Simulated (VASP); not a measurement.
## InSb: single point with LDA

The system is InSb.

```xyz
2
Lattice="0.0000 3.2715 3.2391 3.2715 0.0000 3.2391 3.2715 3.2715 0.0000" Properties=species:S:1:pos:R:3 pbc="T T T"
In    0.0000    0.0000    0.0000
Sb    4.9072    4.9072    4.8586
```

This cell differs from its parent crystal: equal xx and yy strain of +1 %.

```
Program                : VASP 6.6.1
Task                   : single point
Functional             : LDA
Potentials or basis    : VASP PAW LDA potentials, release 64 (In_d, Sb)
Cutoff                 : 520 eV
k mesh                 : 10 × 10 × 10
Occupations            : fermi-dirac, width 0.03 eV
Spin                   : no spin polarisation
Dipole correction      : no
Further INCAR settings : ALGO = Normal; EDIFF = 1e-07; NBANDS = 16
```

```
Pressure               : -1.3 GPa
Band gap on the k mesh : 0.05 eV
```

Stress tensor (GPa, compression positive):
```
-1.44  0.00  0.00
 0.00 -1.44  0.00
 0.00  0.00 -1.16
```

Levels at points of the mesh, in eV from the valence-band top:
| k point | band 5 | band 6 | band 7 | band 8 | band 9 | band 10 | band 11 | band 12 | band 13 | band 14 |
| --- | --- | --- | --- | --- | --- | --- | --- | --- | --- | --- |
| (0.00, 0.00, 0.00) | -14.42 | -10.63 | -0.46 | 0.00 | 0.00 | 0.05 | 2.91 | 2.94 | 2.94 | 5.53 |
| (0.50, 0.00, 0.00) | -14.42 | -9.31 | -5.57 | -1.00 | -0.94 | 0.40 | 3.75 | 3.80 | 5.97 | 8.02 |
| (0.50, 0.50, 0.00) | -14.41 | -8.71 | -5.85 | -2.23 | -2.23 | 1.23 | 1.27 | 7.95 | 7.95 | 8.57 |
| (0.50, 0.00, 0.50) | -14.41 | -8.74 | -5.89 | -2.18 | -2.18 | 1.30 | 1.31 | 7.92 | 7.95 | 8.51 |

Run time: 2.5 min on 1 thread of Intel Xeon 8259CL, with other jobs on the host, peak memory 0.26 GiB.

Caveat: the cell differs from its parent crystal (equal xx and yy strain of +1 %); semilocal functionals underestimate gaps, and a narrow one can read as zero; spin-orbit coupling is left out, which moves the levels of the heavy elements. A k mesh can miss the band edges.
